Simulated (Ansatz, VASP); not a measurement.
AgCl: VASP beside Ansatz

The input INCAR:

```
SYSTEM = AgCl
PREC     = Accurate       ! precision mode
ENCUT    = 520            ! plane-wave cutoff, eV
EDIFF    = 1E-6           ! SCF threshold, eV
ISMEAR   = -1             ! smearing method
SIGMA    = 0.03           ! smearing width, eV
LREAL    = .FALSE.        ! projectors in reciprocal space
LASPH    = .TRUE.         ! aspherical terms in the spheres
NELM     = 60             ! most SCF steps
ALGO     = Normal         ! electronic algorithm
ISIF     = 2              ! what is computed and relaxed
LWAVE    = .FALSE.        ! write WAVECAR
LCHARG   = .FALSE.        ! write CHGCAR
GGA      = CA             ! functional
NBANDS   = 16             ! bands
```

File KPOINTS:

```
regular mesh
0
G
  7 7 7
  0 0 0
```

Contents of POSCAR:

```
AgCl
1.0
    0.0000000000      2.7350000000      2.7350000000
    2.7350000000      0.0000000000      2.7350000000
    2.7350000000      2.7350000000      0.0000000000
Ag Cl
1 1
Direct
   -0.0450000000     -0.0450000000      0.0450000000
    0.5450000000      0.5450000000      0.4550000000
```

Input for Ansatz:

```yaml
crystal:
  lattice:
    - [0.0, 2.735, 2.735]
    - [2.735, 0.0, 2.735]
    - [2.735, 2.735, 0.0]
  atoms:
    - { symbol: Ag, position: [-0.045, -0.045, 0.045] }
    - { symbol: Cl, position: [0.545, 0.545, 0.455] }
kpoints:
  mp_grid: { grid: [7, 7, 7] }
scf:
  occupations: { method: fermi_dirac, width: 0.03 }
hamiltonian:
  xc: lda
  pseudopotentials: { kind: all_electron, lapw: { basis_error: 0.001 } }
output:
  forces: true
  stress: true
  eigenvalues: true
  populations: true
```

Change from the starting cell: shortest bond scaled by 0.82, LAPW.

Alike in both runs: task single point; functional LDA; k mesh 7 × 7 × 7; occupations fermi-dirac, width 0.03 eV; no spin polarisation.

```csv
,VASP,Ansatz
version,VASP 6.6.1,Ansatz 0.2.0
potentials or method,"VASP PAW LDA potentials, release 64 (Ag, Cl), cutoff 520 eV","all-electron LAPW, scalar-relativistic"
```

|  | VASP | Ansatz | Ansatz less VASP |
| --- | --- | --- | --- |
| pressure (GPa) | 2.4 | 2.4 | +0.03 |
| traceless stress, the component that is largest in VASP (GPa) | 11.55 | 11.53 | -0.021 |
| rms of the force components (eV/Å) | 1.080 | 1.076 | -0.0034 |

LDA's correlation is that of Perdew and Zunger in VASP and of Perdew and Wang (1992) in Ansatz. Atom by atom the forces differ by 0.003 eV/Å (rms over components). Ansatz ran all-electron here, and VASP with PAW potentials.
